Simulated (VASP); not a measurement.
A run of VASP 6.6.1 is set up as follows.

The input INCAR:

```
SYSTEM = Lu
PREC = Accurate
ENCUT = 600
EDIFF = 1E-7
ISMEAR = 1
SIGMA = 0.1
LREAL = .False.
LASPH = .True.
NELM = 120
ALGO = Normal
ISIF = 3
LWAVE = .False.
LCHARG = .False.
GGA = PS
IBRION = 2
NSW = 80
EDIFFG = -0.02
GGA_COMPAT = .False.
NELMIN = 4
```

Contents of KPOINTS:

```
Automatic mesh
0
Gamma
  7 7 7
  0 0 0
```

The input POSCAR:

```
Lu
1.0
    3.1464408728      0.0000000000      0.0000000000
    0.0000000000      3.1464408728      0.0000000000
    0.0000000000      0.0000000000      3.1464408728
Lu
1
Direct
    0.0000000000      0.0000000000      0.0000000000
```

Potentials or basis: VASP PAW PBE potentials, release 64 (Lu).

Launch:

```console
$ cat potpaw_PBE.64/Lu/POTCAR > POTCAR
$ mpirun -np 1 vasp_std > vasp.out
```

Question: Estimate the band gap on the k mesh.

Answer: Zero (an odd number of electrons rules out a gap without spin polarisation).

Final structure:
```
Lu
1.0
     3.14644    0.00000    0.00000
     0.00000    3.14644    0.00000
     0.00000    0.00000    3.14644
Lu
1
Direct
  0.00000 0.00000 0.00000
```

Caveat: spin-orbit coupling is left out, which moves the levels of the heavy elements.
